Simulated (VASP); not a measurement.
The system is Ga.

```xyz
1
Lattice="1.3835 -2.4429 0.0000 1.3835 2.4429 0.0000 0.0000 0.0000 2.9083" Properties=species:S:1:pos:R:3 pbc="T T T"
Ga    1.3835    0.0000    0.0000
```

The cell was built from a structure type or drawn by symmetry, and may not be a known phase.

- Program: VASP 6.6.1
- Task: relaxation of cell and atoms
- Functional: PBE
- Potentials or basis: VASP PAW PBE potentials, release 64 (Ga_d)
- Cutoff: 600 eV
- k mesh: 22 × 22 × 20
- Occupations: gaussian, width 0.1 eV
- Spin: no spin polarisation

At the start: pressure 0.3 GPa; volume 19.66 Å³/atom.

Task: Where does the relaxation end?

Result: Over 9 steps the energy falls by 20.9 meV/atom and the volume is 19.44 Å³/atom (-1.1 %); space group P6/mmm (No. 191, to 0.1 Å) before and after.

The path:
```tsv
step	energy change (eV)	largest force (eV/Å)	pressure (GPa)	volume (Å³)
1	0.0000	0.0000	0.27	19.66
2	-0.0136	0.0000	-0.46	19.75
3	-0.0192	0.0000	-0.83	19.81
4	-0.0197	0.0000	-0.86	19.83
5	-0.0208	0.0000	-0.02	19.46
6	-0.0208	0.0000	-0.07	19.46
7	-0.0209	0.0000	-0.03	19.45
8	-0.0209	0.0000	0.08	19.43
9	-0.0209	0.0000	-0.01	19.44
```

Final structure:
```xyz
1
Lattice="1.4246 -2.5006 0.0000 1.4246 2.5006 0.0000 0.0000 0.0000 2.7286" Properties=species:S:1:pos:R:3 pbc="T T T"
Ga    1.4246    0.0000    0.0000
```
